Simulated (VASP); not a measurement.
A run of VASP 6.6.1 is set up as follows.

The input INCAR:

```
PREC = Accurate
ENCUT = 520
EDIFF = 1E-6
ISMEAR = 0
SIGMA = 0.02
LREAL = F
LASPH = T
NELM = 100
ALGO = Normal
ISIF = 2
LWAVE = F
LCHARG = F
GGA = PE
NBANDS = 16
```

KPOINTS

```
regular mesh
0
Gamma
  12 12 4
```

Contents of POSCAR:

```
BN
1.0
    2.5121811589      0.0000000000      0.0000000000
   -1.2560905794      2.1756127025      0.0000000000
    0.0000000000      0.0000000000      8.3431585514
B N
2 2
Direct
    0.3333333333      0.6666666667      0.2500000000
    0.6666666667      0.3333333333      0.7500000000
    0.3333333333      0.6666666667      0.7500000000
    0.6666666667      0.3333333333      0.2500000000
```

Potentials or basis: VASP PAW PBE potentials, release 64 (B, N).

Command:

```console
$ cat potpaw_PBE.64/B/POTCAR potpaw_PBE.64/N/POTCAR > POTCAR
$ mpirun -np 1 vasp_std > vasp.out
```

Problem. Predict the band gap on the k mesh.

Solution. 4.40 eV (least direct gap 4.66 eV).

Problem. Predict the pressure.

Solution. 0.1 GPa.

Stress tensor (GPa, compression positive):
```
 0.12  0.00  0.00
 0.00  0.12  0.00
 0.00  0.00 -0.07
```

Caveat: this functional lacks dispersion, which binds layers or chains, so the pressure and a relaxed spacing across them are unreliable. A k mesh can miss the band edges.
